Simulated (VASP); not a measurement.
**Os: single point with PBEsol**

Os:

```
CELL_PARAMETERS angstrom
2.75221 0.00000 0.00000
-1.37610 2.38348 0.00000
0.00000 0.00000 4.34831
ATOMIC_POSITIONS crystal
Os 0.66667 0.33333 0.75000
Os 0.33333 0.66667 0.25000
```

```
Program                : VASP 6.6.1
Task                   : single point
Functional             : PBEsol
Potentials or basis    : VASP PAW PBE potentials, release 64 (Os)
Cutoff                 : 520 eV
k mesh                 : 11 × 11 × 6
Occupations            : fermi-dirac, width 0.05 eV
Spin                   : no spin polarisation
Dipole correction      : no
Further INCAR settings : ALGO = Normal; EDIFF = 1e-07; NBANDS = 15
```

The pressure is -10.4 GPa. The band gap on the k mesh is zero (band 8 reaches 11.04 eV, above the bottom of band 9 at 7.27 eV).

Stress tensor (GPa, compression positive):
```
-10.17   0.00   0.00
  0.00 -10.17   0.00
  0.00   0.00 -10.81
```

Levels at points of the mesh, in eV from the Fermi level:
| k point | band 4 | band 5 | band 6 | band 7 | band 8 | band 9 | band 10 | band 11 | band 12 | band 13 |
| --- | --- | --- | --- | --- | --- | --- | --- | --- | --- | --- |
| (0.00, 0.00, 0.00) | -2.93 | -2.69 | -2.11 | -2.11 | -1.48 | -1.48 | 0.04 | 1.69 | 1.69 | 8.86 |
| (0.00, 0.00, 0.50) | -3.46 | -3.12 | -3.12 | -3.12 | -3.12 | 0.91 | 0.91 | 0.91 | 0.91 | 13.79 |

It took 9.3 s on 1 thread of Intel(R) Xeon(R) 6975P-C (Granite Rapids) (shared host), peak memory 0.14 GiB.

Caveat: the PAW data sets were made with another functional, which shifts forces and pressure a little; spin-orbit coupling is left out, which moves the levels of the heavy elements.
